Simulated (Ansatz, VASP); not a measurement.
# One calculation of Al2InN3, two programs

```
Al In N
1.0
     4.88002    2.80552    5.19946
     4.88002   -2.80552   -5.19946
    -4.88002    8.41654   -5.19946
Al In N
16 8 24
Direct
  0.75122 0.17591 0.58368
  0.50122 0.67591 0.83368
  0.25122 0.17591 0.08368
  0.00122 0.67591 0.33368
  0.15777 0.33247 0.83368
  0.40777 0.83247 0.58368
  0.65777 0.33247 0.33368
  0.90777 0.83247 0.08368
  0.86960 0.58247 0.79550
  0.11960 0.08246 0.54550
  0.36960 0.58247 0.29550
  0.61960 0.08246 0.04550
  0.21304 0.92591 0.79550
  0.46304 0.42591 0.54550
  0.71304 0.92591 0.29550
  0.96304 0.42591 0.04550
  0.83564 0.00681 0.84245
  0.08564 0.50681 0.59245
  0.33564 0.00681 0.34245
  0.58564 0.50681 0.09245
  0.53255 0.25681 0.78936
  0.03255 0.25681 0.28936
  0.78255 0.75681 0.53936
  0.28255 0.75681 0.03936
  0.34838 0.00738 0.98520
  0.84838 0.00738 0.48520
  0.59838 0.50738 0.73520
  0.09838 0.50738 0.23520
  0.97782 0.63682 0.98520
  0.22782 0.13682 0.73520
  0.47782 0.63682 0.48520
  0.72782 0.13682 0.23520
  0.95452 0.38682 0.71190
  0.70452 0.88682 0.96190
  0.45452 0.38682 0.21190
  0.20452 0.88682 0.46190
  0.07508 0.25738 0.96190
  0.32508 0.75738 0.71190
  0.57508 0.25738 0.46190
  0.82508 0.75738 0.21190
  0.70264 0.29662 0.99926
  0.20264 0.29662 0.49926
  0.95264 0.79662 0.74926
  0.45265 0.79662 0.24926
  0.62574 0.04662 0.67236
  0.37574 0.54662 0.92236
  0.12574 0.04662 0.17236
  0.87574 0.54662 0.42235
```

Alike in both runs: task single point; functional PBE; k mesh 2 × 2 × 2; occupations gaussian, width 0.05 eV; no spin polarisation.

|  | VASP | Ansatz |
| --- | --- | --- |
| version | VASP 6.6.1 | Ansatz 0.2.0 |
| potentials or method | VASP PAW PBE potentials, release 64 (Al, In_d, N), cutoff 520 eV | scalar-relativistic, plane waves, PAW |
| valence electrons in the cell | 272 | 272 |

Ansatz gave:

| Item | Value |
| --- | --- |
| gap on the k mesh at the Fermi level (eV) | 2.29 |
| rms of the force components (eV/Å) | 0.007 |

Estimate VASP's values.

gap on the k mesh at the Fermi level (eV): 2.29; rms of the force components (eV/Å): 0.009.

Atom by atom the forces differ by 0.012 eV/Å (rms over components). The functional is the same, so the differences come from potentials, cutoffs and numerics. Ansatz's warnings: structure snapped to symmetry.

The k mesh is coarse, so the values compare programs but aren't converged.
